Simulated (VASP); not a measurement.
Al2Cu3:

```xyz
10
Lattice="2.7236 0.0000 0.0000 -1.3618 2.3587 0.0000 0.0000 0.0000 21.6579" Properties=species:S:1:pos:R:3 pbc="T T T"
Al    1.3618    0.7862   15.1605
Al    1.3618    0.7862   19.4921
Al    1.3618    0.7862    2.1658
Al    1.3618    0.7862    6.4974
Cu    0.0000    1.5725   12.9947
Cu    0.0000    1.5725   17.3263
Cu    0.0000    1.5725    0.0000
Cu    0.0000    1.5725    4.3316
Cu    0.0000    1.5725    8.6632
Cu    1.3618    0.7862   10.8290
```

| Quantity | Value |
| --- | --- |
| Program | VASP 6.6.1 |
| Task | relaxation of cell and atoms |
| Functional | PBE |
| Potentials or basis | VASP PAW PBE potentials, release 64 (Al, Cu) |
| Cutoff | 600 eV |
| k mesh | 6 × 6 × 1 |
| Occupations | gaussian, width 0.1 eV |
| Spin | no spin polarisation |

At the start: pressure -4.6 GPa; volume 13.91 Å³/atom.

Q: How do energy, volume and symmetry change on relaxing?

A: Over 8 steps the energy falls by 34.1 meV/atom and the volume is 13.37 Å³/atom (-3.9 %); space group P-6m2 (No. 187, to 0.1 Å) before and after.

Step by step:
```csv
step,energy change (eV),largest force (eV/Å),pressure (GPa),volume (Å³)
1,0.0000,0.1200,-4.59,139.14
2,-0.2992,0.1154,2.03,131.16
3,-0.2992,0.1153,1.95,131.18
4,-0.3364,0.0501,0.10,133.35
5,-0.3388,0.0271,-0.34,134.05
6,-0.3389,0.0300,-0.37,134.17
7,-0.3389,0.0321,-0.47,134.26
8,-0.3406,0.0368,0.15,133.73
```

Final structure:
```
CELL_PARAMETERS angstrom
2.76224 0.00000 0.00000
-1.38112 2.39217 0.00000
0.00000 0.00000 20.23821
ATOMIC_POSITIONS crystal
Al 0.66667 0.33333 0.69922
Al 0.66667 0.33333 0.90015
Al 0.66667 0.33333 0.09985
Al 0.66667 0.33333 0.30078
Cu 0.33333 0.66667 0.60006
Cu 0.33333 0.66667 0.80029
Cu 0.33333 0.66667 0.00000
Cu 0.33333 0.66667 0.19971
Cu 0.33333 0.66667 0.39994
Cu 0.66667 0.33333 0.50000
```

Caveat: the k points lie up to 0.44 Å⁻¹ apart in the final cell, too coarse for converged energies and pressures of a metal.
